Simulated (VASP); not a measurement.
Write the native input for VASP 6.6.1 that does the following.

```
Task                   : single point
Functional             : PBE
Potentials or basis    : VASP PAW PBE potentials, release 64 (B, P)
Cutoff                 : 520 eV
k mesh                 : 6 × 6 × 6
Occupations            : gaussian, width 0.1 eV
Spin                   : no spin polarisation
Dipole correction      : no
Further INCAR settings : ALGO = Normal; EDIFF = 1e-07; NBANDS = 22
```

The structure of BP2 lies in POSCAR:

```
BP2
1.0
   -2.9212471598      2.9212471598      2.4316495163
    2.9212471598     -2.9212471598      2.4316495163
    2.9212471598      2.9212471598     -2.4316495163
B P
2 4
Direct
    0.2500000000      0.2500000000      0.0000000000
    0.7500000000      0.7500000000      0.0000000000
    0.6670000000      0.1670000000      0.8340000000
    0.1670000000      0.3330000000      0.5000000000
    0.3330000000      0.8330000000      0.1660000000
    0.8330000000      0.6670000000      0.5000000000
```

One way to write it, as run:

INCAR

```
SYSTEM = BP2
  ALGO = Normal
  EDIFF = 1E-7
  ENCUT = 520
  GGA = PE
  ISIF = 2
  ISMEAR = 0
  LASPH = .TRUE.
  LCHARG = .FALSE.
  LREAL = .FALSE.
  LWAVE = .FALSE.
  NBANDS = 22
  NELM = 100
  PREC = Accurate
  SIGMA = 0.1
```

KPOINTS

```
k-points
0
G
  6 6 6
  0 0 0
```

Potentials or basis: VASP PAW PBE potentials, release 64 (B, P).

Command:

```sh
$ cat potpaw_PBE.64/B/POTCAR potpaw_PBE.64/P/POTCAR > POTCAR
$ mpirun -np 1 vasp_std > vasp.out
```

Results of the run:

```yaml
Pressure: -14.6 GPa
Largest_force: 0.201 eV/Å
Band_gap_on_the_k_mesh: zero (band 13 reaches 9.15 eV, above the bottom of band 14 at 6.45 eV)
```

Run time: 24 s on 1 thread of Intel(R) Xeon(R) 6975P-C (Granite Rapids) (shared host), peak memory 0.21 GiB.
